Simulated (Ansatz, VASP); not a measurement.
Ti in VASP and in Ansatz

File INCAR:

```
SYSTEM = Ti
PREC     = Accurate       ! precision mode
ENCUT    = 520            ! plane-wave cutoff, eV
EDIFF    = 1E-7           ! SCF threshold, eV
ISMEAR   = 0              ! smearing method
SIGMA    = 0.15           ! smearing width, eV
LREAL    = .False.        ! projectors in reciprocal space
LASPH    = .True.         ! aspherical terms in the spheres
NELM     = 80             ! most SCF steps
ALGO     = Fast           ! electronic algorithm
ISIF     = 2              ! what is computed and relaxed
LWAVE    = .False.        ! write WAVECAR
LCHARG   = .False.        ! write CHGCAR
GGA      = PE             ! functional
NBANDS   = 19             ! bands
```

Contents of KPOINTS:

```
Automatic mesh
0
Gamma
  24 24 14
  0 0 0
```

Contents of POSCAR:

```
Ti
1.0
    2.9384580613      0.0000000000      0.0000000000
   -1.4692290306      2.5447793290      0.0000000000
    0.0000000000      0.0000000000      4.6506340146
Ti
2
Direct
    0.3333333333      0.6666666667      0.2758029335
    0.6666666667      0.3333333333      0.7241970665
```

Input for Ansatz:

```yaml
crystal:
  lattice:
    - [2.9384580613, 0.0, 0.0]
    - [-1.4692290306, 2.544779329, 0.0]
    - [0.0, 0.0, 4.6506340146]
  atoms:
    - { symbol: Ti, position: [0.3333333333, 0.6666666667, 0.2758029335] }
    - { symbol: Ti, position: [0.6666666667, 0.3333333333, 0.7241970665] }
basis:
  ecutwfc: 420
kpoints:
  mp_grid: { grid: [24, 24, 14] }
hamiltonian:
  xc: pbe
scf:
  occupations: { method: gaussian, width: 0.15 }
output:
  forces: true
  stress: true
  eigenvalues: true
  write_density: true
  write_potential: true
  elf: true
  volumetric_format: npy
```

Change from the starting cell: mode 6 (183.9 1/cm) frozen in, largest displacement -0.120 Å.

Alike in both runs: task single point; functional PBE; k mesh 24 × 24 × 14; occupations gaussian, width 0.15 eV; no spin polarisation.

```csv
,VASP,Ansatz
version,VASP 6.6.1,Ansatz 0.2.0
potentials or method,"VASP PAW PBE potentials, release 64 (Ti_sv), cutoff 520 eV","scalar-relativistic, plane waves, PAW"
valence electrons in the cell,24,24
```

```csv
,VASP,Ansatz,Ansatz less VASP
gap on the k mesh at the Fermi level (eV),none,none,-
pressure (GPa),1.8,2.7,+0.83
"traceless stress, the component that is largest in VASP (GPa)",1.82,1.82,+0.001
rms of the force components (eV/Å),0.703,0.707,+0.0042
```

Atom by atom the forces differ by 0.004 eV/Å (rms over components). A gap of «none» marks a metal or a gap that the smearing closes.
